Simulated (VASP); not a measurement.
# Hg (R-3m) in VASP: notebook, part 2 of 2

VASP 6.6.1.

**4. Single point, RPBE**

This run uses another cell than the first one, of 101.43 Å³/atom.

File INCAR:

```
SYSTEM = Hg
  ALGO = Normal
  EDIFF = 1E-6
  ENCUT = 520
  GGA = RP
  ISIF = 2
  ISMEAR = -1
  LASPH = .True.
  LCHARG = .True.
  LELF = .True.
  LREAL = .False.
  LVHAR = .True.
  LWAVE = .False.
  NBANDS = 12
  NELM = 100
  PREC = Accurate
  SIGMA = 0.1
```

File KPOINTS:

```
k-points
0
Gamma
  12 12 12
  0 0 0
```

File POSCAR:

```
Hg
1.0
    2.7125875537      1.5661131543      3.9793909611
   -2.7125875537      1.5661131543      3.9793909611
    0.0000000000     -3.1322263087      3.9793909610
Hg
1
Direct
    0.0000000000      0.0000000000      0.0000000000
```

Potentials or basis: VASP PAW PBE potentials, release 64 (Hg).

Launch:

```sh
cat potpaw_PBE.64/Hg/POTCAR > POTCAR
mpirun -np 1 vasp_std > vasp.out
```

OUTCAR:

```text
SYSTEM = Hg
   EDIFF = 1E-6
   ENCUT = 520
   GGA = RP
   ISIF = 2
   ISMEAR = -1
   LASPH = .True.
   LREAL = .False.
   NELM = 100
   PREC = Accurate

 ion  position               nearest neighbor table
   1  0.000  0.000  0.000-

  LATTYP: Found a trigonal (rhomboedric) cell.
 ALAT       =     5.0642268975
 COS(alpha) =     0.4261859023

  Lattice vectors:

 A1 = (   2.7125875537,   1.5661131543,   3.9793909611)
 A2 = (  -2.7125875537,   1.5661131543,   3.9793909611)
 A3 = (   0.0000000000,  -3.1322263087,   3.9793909610)

Analysis of symmetry for initial positions (statically):
=====================================================================
 Subroutine PRICEL returns:
 Original cell was already a primitive cell.

 Routine SETGRP: Setting up the symmetry group for a
 trigonal (rhombohedral) supercell.

 Subroutine GETGRP returns: Found 12 space group operations
 (whereof 12 operations were pure point group operations)
 out of a pool of 12 trial point group operations.

The static configuration has the point symmetry D_3d.

Analysis of symmetry for dynamics (positions and initial velocities):
=====================================================================
 Subroutine PRICEL returns:
 Original cell was already a primitive cell.

 Routine SETGRP: Setting up the symmetry group for a
 trigonal (rhombohedral) supercell.

 Subroutine GETGRP returns: Found 12 space group operations
 (whereof 12 operations were pure point group operations)
 out of a pool of 12 trial point group operations.

The dynamic configuration has the point symmetry D_3d.

 Subroutine INISYM returns: Found 12 space group operations
 (whereof 12 operations are pure point group operations),
 and found     1 'primitive' translations

----------------------------------------------------------------------------------------

                                     Primitive cell

  volume of cell :     101.4319

  direct lattice vectors                    reciprocal lattice vectors
     2.712587554  1.566113154  3.979390961     0.184325848  0.106420578  0.083764912
    -2.712587554  1.566113154  3.979390961    -0.184325848  0.106420578  0.083764912
     0.000000000 -3.132226309  3.979390961     0.000000000 -0.212841155  0.083764912

  length of vectors
     5.064226898  5.064226898  5.064226898     0.228731104  0.228731104  0.228731104

  position of ions in fractional coordinates (direct lattice)
     0.000000000  0.000000000  0.000000000

  ion indices of the primitive-cell ions
   primitive index   ion index
                 1           1

----------------------------------------------------------------------------------------

 KPOINTS: k-points

Automatic generation of k-mesh.
 Grid dimensions read from file:
 generate k-points for:   12   12   12

 Generating k-lattice:

  Cartesian coordinates                     Fractional coordinates (reciprocal lattice)
     0.015360487  0.008868381  0.006980409     0.083333333 -0.000000000  0.000000000
    -0.015360487  0.008868381  0.006980409    -0.000000000  0.083333333  0.000000000
     0.000000000 -0.017736763  0.006980409     0.000000000  0.000000000  0.083333333

  Length of vectors
     0.019060925  0.019060925  0.019060925

  Shift w.r.t. Gamma in fractional coordinates (k-lattice)
     0.000000000  0.000000000  0.000000000

 Subroutine IBZKPT returns following result:
 ===========================================

 Found    189 irreducible k-points:

 Following reciprocal coordinates:
            Coordinates               Weight
  0.000000  0.000000  0.000000      1.000000
  0.083333  0.000000  0.000000      6.000000
  0.166667  0.000000  0.000000      6.000000
  0.250000  0.000000  0.000000      6.000000
  0.333333  0.000000  0.000000      6.000000
  0.416667  0.000000  0.000000      6.000000
[... 16 lines left out ...]
  0.500000  0.166667  0.000000     12.000000
 -0.416667  0.166667  0.000000     12.000000
 [... further k-points ...]
   k-points           NKPTS =    189   k-points in BZ     NKDIM =    189   number of bands    NBANDS=     12
   number of dos      NEDOS =    301   number of ions     NIONS =      1
   total plane-waves  NPLWV =  64000
   dimension x,y,z NGX =    40 NGY =   40 NGZ =   40
   dimension x,y,z NGXF=    80 NGYF=   80 NGZF=   80
   ions per type =               1
   NGX,Y,Z   is equivalent  to a cutoff of  13.13, 13.13, 13.13 a.u.
   NGXF,Y,Z  is equivalent  to a cutoff of  26.26, 26.26, 26.26 a.u.
 SYSTEM =  Hg
   PREC   = accura    normal or accurate (medium, high low for compatibility)
   ISTART =      0    job   : 0-new  1-cont  2-samecut
   ICHARG =      2    charge: 1-file 2-atom 10-const
   ISPIN  =      1    spin polarized calculation?
   LNONCOLLINEAR =      F non collinear calculations
   LSORBIT =      F    spin-orbit coupling
   LASPH  =      T    aspherical Exc in radial PAW
   ENCUT  =  520.0 eV  38.22 Ry    6.18 a.u.   9.42  9.42  9.42*2*pi/ulx,y,z
   NELM   =    100;   NELMIN=  2; NELMDL= -5     # of ELM steps
   EDIFF  = 0.1E-05   stopping-criterion for ELM
   LREAL  =      F    real-space projection
   EDIFFG = 0.1E-04   stopping-criterion for IOM
   NSW    =      0    number of steps for IOM
   IBRION =     -1    ionic relax: 0-MD 1-quasi-New 2-CG
   NFREE  =      0    steps in history (QN), initial steepest desc. (CG)
   ISIF   =      2    stress and relaxation
   ISYM   =      2    0-nonsym 1-usesym 2-fastsym
   POTIM  = 0.5000    time-step for ionic-motion
   TEBEG  =    0.0;   TEEND  =   0.0 temperature during run
   PSTRESS=    0.0 pullay stress
   NELECT =      12.0000    total number of electrons
   NUPDOWN=      -1.0000    fix difference up-down
   EMIN   =  10.00;   EMAX   =-10.00  energy-range for DOS
   EFERMI =   0.00;   METHOD = LEGACY
   ISMEAR =    -1;   SIGMA  =   0.10  broadening in eV -4-tet -1-fermi 0-gaus
   EFERMI_NEDOS =   21; number of points for ismear=-14 and -15
   IALGO  =     38    algorithm
   IMIX   =      4    mixing-type and parameters
     AMIX     =   0.40;   BMIX     =  1.00
     AMIX_MAG =   1.60;   BMIX_MAG =  1.00
  volume/ion in A,a.u.               =     101.43       684.50
  Fermi-wavevector in a.u.,A,eV,Ry     =   0.803669  1.518713  8.787774  0.645883
  Thomas-Fermi vector in A             =   1.911580
   LORBIT       =      0    0 simple, 1 ext, 2 COOP (PROOUT), +10 PAW based schemes
   GGA     = RP    functional components
   LHFCALC =     F    Hartree Fock is set to
   AEXX    =    0.0000 exact exchange contribution
   IVDW    =     0    specifies the selected vdW correction
   LEPSILON=     F    determine dielectric tensor
   LRPA    =     F    only Hartree local field effects (RPA)
 non-spin polarized calculation
  energy-cutoff  :      520.00
  volume of cell :      101.43
 maximum number of plane-waves:      2747
 NGX is ok and might be reduce to    40
   NGX = 19   NGY = 19   NGZ = 19

 number of electron      12.0000003 magnetization

 Free energy of the ion-electron system (eV)
  ---------------------------------------------------
  ext. energy  EPLUGINS =         0.00000000
  ---------------------------------------------------
  free energy    TOTEN  =        -0.03481159 eV

  energy without entropy =       -0.03481159  energy(sigma->0) =       -0.03481159

 E-fermi :  -2.7241     XC(G=0):  -4.5156

 val. band max:       -4.8816402741   @ k =  -0.4167  -0.4167   0.2500
 cond. band min:      -0.7611133162   @ k =   0.5000   0.0000   0.0000
 fundamental gap:      4.1205269579
 Fermi energy:        -2.7240589363

 k-point     1 :       0.0000    0.0000    0.0000
  band No.  band energies     occupation
      1      -8.2538      2.00000
      2      -8.2538      2.00000
      3      -8.2399      2.00000
      4      -8.2308      2.00000
      5      -8.2308      2.00000
      6      -5.7647      2.00000
      7       2.6507      0.00000
      8       2.6507      0.00000
      9       3.1466      0.00000
     10       3.2490      0.00000
     11       6.3432      0.00000
     12       6.3432      0.00000
[... 331 lines left out ...]
 k-point    24 :      -0.4167    0.1667    0.0000
  band No.  band energies     occupation
      1      -8.2539      2.00000
      2      -8.2426      2.00000
      3      -8.2344      2.00000
      4      -8.2264      2.00000
      5      -8.2165      2.00000
      6      -5.1142      2.00000
      7      -0.5438      0.00000
      8       1.3558      0.00000
      9       2.3942      0.00000
     10       4.8861      0.00000
     11       5.6899      0.00000
     12       7.0297      0.00000

 [... further k-points ...]
[... 5 lines left out ...]
  --------------------------------------------------------------------------------------
  -------------------------------------------------------------------------------------
  Total       -0.0064403     -0.0064403      0.0094557      0.0000000     -0.0000000      0.0000000
  in kB       -0.1017282     -0.1017282      0.1493588      0.0000000     -0.0000000      0.0000000
  external PRESSURE =      -0.0180325 kB  Pullay stress =       0.0000000 kB

 VOLUME and BASIS-vectors are now :
 -----------------------------------------------------------------------------
  energy-cutoff  :      520.00
  volume of cell :      101.43
      direct lattice vectors                 reciprocal lattice vectors
     2.712587554  1.566113154  3.979390961     0.184325848  0.106420578  0.083764912
    -2.712587554  1.566113154  3.979390961    -0.184325848  0.106420578  0.083764912
     0.000000000 -3.132226309  3.979390961     0.000000000 -0.212841155  0.083764912

 POSITION                                       TOTAL-FORCE (eV/Angst)
 -----------------------------------------------------------------------------------
      0.00000      0.00000      0.00000         0.000000      0.000000      0.000000
 -----------------------------------------------------------------------------------
    total drift:                                0.000000     -0.000000     -0.000000

  FREE ENERGIE OF THE ION-ELECTRON SYSTEM (eV)
  ---------------------------------------------------
  free  energy   TOTEN  =        -0.0348115888 eV

  energy  without entropy=       -0.0348115880  energy(sigma->0) =       -0.03481159
```

Run time: 51 s. Hardware: 1 thread of Intel Xeon 6975P-C (Granite Rapids), shared host; peak memory 0.39 GiB.

Results:

- Free energy: -0.0348 eV
- Pressure: 0.0 GPa
- Band gap on the k mesh: 4.12 eV (least direct gap 4.36 eV)

Caveat: the PAW data sets were made with another functional, which shifts forces and pressure a little; spin-orbit coupling is left out, which moves the levels of the heavy elements.

**5. Overview**

| task | cell | k mesh | cutoff (eV) | gap on the mesh (eV) | pressure (GPa) |
| --- | --- | --- | --- | --- | --- |
| relaxation of cell and atoms | relaxed from a = 2.992 Å, angles 70.6°, 1 atom | 11 × 11 × 11 | 600 | 3.79 | 0.0 |
| single point | a = 5.064 Å, angles 64.8°, 1 atom | 11 × 11 × 11 | 520 | 4.16 | 0.0 |
| single point | a = 5.064 Å, angles 64.8°, 1 atom | 12 × 12 × 12 | 520 | 4.12 | 0.0 |

Alike in all rows: level RPBE; potentials or basis VASP PAW PBE potentials, release 64 (Hg); no spin polarisation; smearing fermi-dirac 0.1 eV.

Caveats: the PAW data sets were made with another functional, which shifts forces and pressure a little; spin-orbit coupling is left out, which moves the levels of the heavy elements; an odd mesh through Γ misses points on the zone boundary, where band edges can lie (at least some runs); the volume moved by over 15 % at a fixed basis, so the end points are rough (at least some runs).

Absolute energies hang on the potentials; compare differences alone.
